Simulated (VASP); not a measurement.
Sc2InAs3:

```
Sc In As
1.0
     6.22737    0.00000    0.00000
    -3.11369    5.39306    0.00000
     0.00000    0.00000    7.81164
Sc In As
4 2 6
Direct
  0.33333 0.66667 0.00000
  0.66667 0.33333 0.50000
  0.66667 0.33333 0.00000
  0.33333 0.66667 0.50000
  0.00000 0.00000 0.00000
  0.00000 0.00000 0.50000
  0.48000 0.99000 0.25000
  0.49000 0.48000 0.75000
  0.01000 0.49000 0.25000
  0.52000 0.01000 0.75000
  0.51000 0.52000 0.25000
  0.99000 0.51000 0.75000
```

The cell was generated, and may not be a known phase.

| Quantity | Value |
| --- | --- |
| Program | VASP 6.6.1 |
| Task | relaxation of cell and atoms |
| Functional | PBE |
| Potentials or basis | VASP PAW PBE potentials, release 64 (Sc_sv, In_d, As) |
| Cutoff | 600 eV |
| k mesh | 3 × 3 × 2 |
| Occupations | gaussian, width 0.1 eV |
| Spin | no spin polarisation |

At the start: pressure 4.0 GPa; volume 21.86 Å³/atom.

How do energy, volume and symmetry change on relaxing?

Over 10 steps the energy falls by 22.4 meV/atom and the volume is 23.28 Å³/atom (+6.5 %); space group P6_3/m (No. 176, to 0.1 Å) before, P6_3/mcm (No. 193, to 0.1 Å).

The path:
| step | energy change (eV) | largest force (eV/Å) | pressure (GPa) | volume (Å³) |
| --- | --- | --- | --- | --- |
| 1 | 0.0000 | 0.7146 | 3.99 | 262.35 |
| 2 | -0.2008 | 0.0401 | -1.78 | 283.56 |
| 3 | -0.2481 | 0.1435 | -0.20 | 276.71 |
| 4 | -0.2595 | 0.0298 | 0.09 | 276.19 |
| 5 | -0.2606 | 0.0511 | 0.22 | 275.96 |
| 6 | -0.2642 | 0.0510 | 0.10 | 277.09 |
| 7 | -0.2677 | 0.0518 | -0.14 | 279.40 |
| 8 | -0.2678 | 0.0520 | -0.18 | 279.82 |
| 9 | -0.2687 | 0.0351 | 0.13 | 279.17 |
| 10 | -0.2690 | 0.0265 | 0.03 | 279.39 |

Final structure:
```cif
data_structure
_symmetry_space_group_name_H-M 'P 1'
_symmetry_Int_Tables_number 1
_cell_length_a 6.3966
_cell_length_b 6.3966
_cell_length_c 7.8846
_cell_angle_alpha 90.000
_cell_angle_beta 90.000
_cell_angle_gamma 120.000
_cell_volume 279.39
loop_
_atom_site_label
_atom_site_type_symbol
_atom_site_fract_x
_atom_site_fract_y
_atom_site_fract_z
_atom_site_occupancy
Sc1 Sc 0.33333 0.66667 0.99630 1
Sc2 Sc 0.66667 0.33333 0.49630 1
Sc3 Sc 0.66667 0.33333 0.00370 1
Sc4 Sc 0.33333 0.66667 0.50370 1
In1 In 0.00000 0.00000 0.00000 1
In2 In 0.00000 0.00000 0.50000 1
As1 As 0.48259 0.99582 0.25000 1
As2 As 0.48677 0.48259 0.75000 1
As3 As 0.00418 0.48677 0.25000 1
As4 As 0.51741 0.00418 0.75000 1
As5 As 0.51323 0.51741 0.25000 1
As6 As 0.99582 0.51323 0.75000 1
```

Caveat: the k points lie up to 0.40 Å⁻¹ apart in the final cell, too coarse for converged energies and pressures of a metal.
